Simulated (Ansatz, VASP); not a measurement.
## One calculation of PbS, two programs

```
CELL_PARAMETERS angstrom
0.00000 2.92493 2.92493
2.92493 0.00000 2.92493
2.92493 2.92493 0.00000
ATOMIC_POSITIONS crystal
Pb 0.00000 0.00000 0.00000
S 0.50000 0.50000 0.50000
```

Change from the starting cell: volume scaled by 0.96.

Alike in both runs: task single point; functional LDA; k mesh 7 × 7 × 7; occupations fermi-dirac, width 0.01 eV; no spin polarisation.

|  | VASP | Ansatz |
| --- | --- | --- |
| version | VASP 6.6.1 | Ansatz 0.2.0 |
| potentials or method | VASP PAW LDA potentials, release 64 (Pb_d, S), cutoff 520 eV | all-electron LAPW, scalar-relativistic |

|  | VASP | Ansatz | Ansatz less VASP |
| --- | --- | --- | --- |
| pressure (GPa) | -0.2 | -0.2 | -0.05 |

LDA's correlation is that of Perdew and Zunger in VASP and of Perdew and Wang (1992) in Ansatz. Ansatz ran all-electron here, and VASP with PAW potentials.

Neither program's run includes spin-orbit coupling.
